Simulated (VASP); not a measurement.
# C (Fmmm) in VASP: further runs, part 2 of 2

VASP 6.6.1.

## 4. Single point, LDA

This run uses another cell than the first one, of the same volume but with other edges.

Contents of INCAR:

```
SYSTEM = C
ALGO = Normal ; EDIFF = 1E-7
ENCUT = 520 ; ISIF = 2
ISMEAR = 0 ; LASPH = .True.
LCHARG = .False. ; LREAL = .False.
LWAVE = .False. ; NBANDS = 11
NELM = 80 ; PREC = Accurate
SIGMA = 0.05
```

Contents of KPOINTS:

```
k-points
0
Gamma
  14 14 14
  0 0 0
```

Contents of POSCAR:

```
C
1.0
    0.0000000000      2.0926875483      3.4586900833
    1.2081900843      0.0000000000      3.4586900833
    1.2081900843      2.0926875483      0.0000000000
C
2
Direct
    0.1666700000      0.8333300000      0.1666700000
    0.8333300000      0.1666700000      0.8333300000
```

Run with:

```bash
$ cat potpaw_LDA.64/C/POTCAR > POTCAR
$ mpirun -np 1 vasp_std > vasp.out
```

Run time: 35 s. Hardware: 1 thread of Intel Xeon 6975P-C (Granite Rapids), shared host; peak memory 0.17 GiB.

It converged, with:

```
Free energy            : -20.1965 eV
Pressure               : 10.9 GPa
Largest force          : 0.025 eV/Å
Band gap on the k mesh : 0.53 eV, indirect (least direct gap 0.64 eV)
```

Forces on the atoms (eV/Å):
```
C    0.000  0.025  0.000
C    0.000 -0.025  0.000
```

Stress tensor (GPa, compression positive):
```
16.76  0.00  0.00
 0.00 16.81  0.00
 0.00  0.00 -0.81
```

Levels at points of the mesh, in eV from the valence-band top:
```csv
k point,band 1,band 2,band 3,band 4,band 5,band 6,band 7,band 8,band 9
"(0.00, 0.00, 0.00)",-19.84,-7.09,-2.95,-2.93,3.43,8.72,8.77,12.09,14.32
"(0.50, 0.00, 0.00)",-14.17,-13.48,-6.51,-2.44,1.65,8.12,12.23,13.04,19.00
"(0.50, 0.50, 0.00)",-19.60,-8.82,-2.95,-2.94,8.70,8.75,9.23,12.19,14.20
"(0.50, 0.00, 0.50)",-14.26,-13.55,-6.49,-1.79,2.45,8.29,10.86,10.97,17.94
"(0.00, 0.50, 0.50)",-14.08,-13.41,-6.52,-3.01,1.00,7.96,13.52,16.51,19.91
```

 A k mesh can miss the band edges.

## 5. Single point, LDA

This run uses another cell than the first one, of the same volume but with other edges.

Contents of INCAR:

```
SYSTEM = C
ALGO = Normal
EDIFF = 1E-6
ENCUT = 520
ISIF = 2
ISMEAR = 0
LASPH = .True.
LCHARG = .False.
LREAL = .False.
LWAVE = .False.
NBANDS = 11
NELM = 100
PREC = Accurate
SIGMA = 0.05
```

KPOINTS is that of step 4.

Contents of POSCAR:

```
C
1.0
    0.0000000000      2.2912412928      2.8852189369
    1.3228228997      0.0000000000      2.8852189369
    1.3228228997      2.2912412928      0.0000000000
C
2
Direct
    0.1666700000      0.8333300000      0.1666700000
    0.8333300000      0.1666700000      0.8333300000
```

Potentials or basis: VASP PAW LDA potentials, release 64 (C).

Run with:

```bash
$ cat potpaw_LDA.64/C/POTCAR > POTCAR
$ mpirun -np 1 vasp_std > vasp.out
```

OUTCAR:

```text
SYSTEM = C
   EDIFF = 1E-6
   ENCUT = 520
   ISIF = 2
   ISMEAR = 0
   LASPH = .True.
   LREAL = .False.
   NELM = 100
   PREC = Accurate

 ion  position               nearest neighbor table
   1  0.167  0.833  0.167-   2 1.53   2 1.53   2 1.53
   2  0.833  0.167  0.833-   1 1.53   1 1.53   1 1.53

  LATTYP: Found a face centered orthorhombic cell.
 ALAT       =     2.6456457994
 B/A-ratio  =     1.7320846905
 C/A-ratio  =     2.1811074918

  Lattice vectors:

 A1 = (   0.0000000000,   2.2912412928,   2.8852189369)
 A2 = (   1.3228228997,   0.0000000000,   2.8852189369)
 A3 = (   1.3228228997,   2.2912412928,   0.0000000000)

Analysis of symmetry for initial positions (statically):
=====================================================================
 Subroutine PRICEL returns:
 Original cell was already a primitive cell.

 Routine SETGRP: Setting up the symmetry group for a
 face centered orthorhombic supercell.

 Subroutine GETGRP returns: Found  8 space group operations
 (whereof  8 operations were pure point group operations)
 out of a pool of  8 trial point group operations.

[... 172 lines left out ...]
      2       0.7885      2.00000
      3       1.6764      2.00000
      4       1.8198      2.00000
      5      11.3942      0.00000
      6      11.5816      0.00000
      7      11.9246      0.00000
      8      13.3710      0.00000
      9      13.4624      0.00000
     10      24.6016      0.00000
     11      27.7009      0.00000
[... 309 lines left out ...]
 k-point    24 :       0.2857    0.1429    0.0000
  band No.  band energies     occupation
      1     -12.6743      2.00000
      2      -0.6498      2.00000
      3       0.1472      2.00000
      4       1.0029      2.00000
      5      11.5066      0.00000
      6      12.3619      0.00000
      7      13.3075      0.00000
      8      14.4089      0.00000
      9      14.8561      0.00000
     10      24.5522      0.00000
     11      26.5987      0.00000

 [... further k-points ...]

------------------------ aborting loop because EDIFF is reached ----------------------------------------

  FORCE on cell =-STRESS in cart. coord.  units (eV):
  Direction    XX          YY          ZZ          XY          YZ          ZX
  --------------------------------------------------------------------------------------
  -------------------------------------------------------------------------------------
  Total       -8.9080269     -9.2692273      1.1689364      0.0000000      0.0000000      0.0000000
  in kB     -816.0387865   -849.1273155    107.0829079      0.0000000      0.0000000      0.0000000
  external PRESSURE =    -519.3610647 kB  Pullay stress =       0.0000000 kB

 VOLUME and BASIS-vectors are now :
 -----------------------------------------------------------------------------
  energy-cutoff  :      520.00
  volume of cell :       17.49
      direct lattice vectors                 reciprocal lattice vectors
     0.000000000  2.291241293  2.885218937    -0.377979547  0.218222324  0.173297074
     1.322822900  0.000000000  2.885218937     0.377979547 -0.218222324  0.173297074
     1.322822900  2.291241293  0.000000000     0.377979547  0.218222324 -0.173297074

 POSITION                                       TOTAL-FORCE (eV/Angst)
 -----------------------------------------------------------------------------------
      1.32282      0.76376      2.88522         0.000000     -0.017148      0.000000
      1.32282      3.81872      2.88522         0.000000      0.017148      0.000000
 -----------------------------------------------------------------------------------
    total drift:                               -0.000000     -0.000000     -0.000000

  FREE ENERGIE OF THE ION-ELECTRON SYSTEM (eV)
  ---------------------------------------------------
  free  energy   TOTEN  =       -19.3915841537 eV

  energy  without entropy=      -19.3914126768  energy(sigma->0) =      -19.39149842
```

stdout:

```text
POSCAR found type information on POSCAR C
 POSCAR found :  1 types and       2 ions
 scaLAPACK will be used
 LDA part: xc-table for (Slater(with rela. corr.)+CA(PZ))
 , standard interpolation
 POSCAR, INCAR and KPOINTS ok, starting setup
 FFT: planning ... GRIDC
 FFT: planning ... GRID_SOFT
 FFT: planning ... GRID
 WAVECAR not read
 entering main loop
```

Run time: 24 s. Hardware: 1 thread of Intel Xeon 6975P-C (Granite Rapids), shared host; peak memory 0.17 GiB.

Results:

```
Free energy            : -19.3916 eV
Pressure               : -51.9 GPa
Largest force          : 0.017 eV/Å
Band gap on the k mesh : zero (band 4 reaches 5.06 eV, above the bottom of band 5 at 4.54 eV)
```

Forces on the atoms (eV/Å):
```
C    0.000 -0.017  0.000
C    0.000  0.017  0.000
```

## 6. Summary

```csv
cell,gap on the mesh (eV),pressure (GPa),largest force (eV/Å)
"a = 3.849, b = 3.409, c = 2.525 Å, angles 79.3, 60.5, 40.1°, 2 atoms",none,-24.2,0.03
"a = 4.120, b = 3.761, c = 2.379 Å, angles 80.9, 64.3, 34.8°, 2 atoms",0.71,25.3,0.02
"a = 4.043, b = 3.664, c = 2.416 Å, angles 80.5, 63.4, 36.1°, 2 atoms",0.53,10.9,0.03
"a = 3.684, b = 3.174, c = 2.646 Å, angles 78.0, 57.4, 44.6°, 2 atoms",none,-51.9,0.02
```

Alike in all rows: task single point; level LDA; potentials or basis VASP PAW LDA potentials, release 64 (C); no spin polarisation; k mesh 14 × 14 × 14; cutoff (eV) 520; smearing gaussian 0.05 eV.

Absolute energies hang on the potentials; compare differences alone.
